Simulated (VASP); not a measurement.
The system is KAg.

```
K Ag
1.0
     3.86421    0.00000    0.00000
     0.00000    3.86421    0.00000
     0.00000    0.00000    3.86421
K Ag
1 1
Direct
  0.00000 0.00000 0.00000
  0.50000 0.50000 0.50000
```

```yaml
Program: VASP 6.6.1
Task: relaxation of cell and atoms
Functional: PBE
Potentials_or_basis: VASP PAW PBE potentials, release 64 (K_sv, Ag)
Cutoff: 600 eV
k_mesh: 14 × 14 × 14
Occupations: gaussian, width 0.1 eV
Spin: no spin polarisation
```

At the start: pressure 3.5 GPa; volume 28.85 Å³/atom.

Question: How do energy, volume and symmetry change on relaxing?

Answer: Over 4 steps the energy falls by 56.5 meV/atom and the volume is 35.01 Å³/atom (+21.3 %); space group Pm-3m (No. 221, to 0.05 Å).

The path:
```csv
step,energy change (eV),largest force (eV/Å),pressure (GPa),volume (Å³)
1,0.0000,0.0000,3.48,57.70
2,-0.0819,0.0000,1.54,63.09
3,-0.1113,0.0000,0.31,68.45
4,-0.1129,0.0000,0.04,70.02
```

Final structure:
```
CELL_PARAMETERS angstrom
4.12161 0.00000 0.00000
0.00000 4.12161 0.00000
0.00000 0.00000 4.12161
ATOMIC_POSITIONS crystal
K 0.00000 0.00000 0.00000
Ag 0.50000 0.50000 0.50000
```

Caveat: the volume moved by over 15 % at a fixed basis, so the end points are rough.
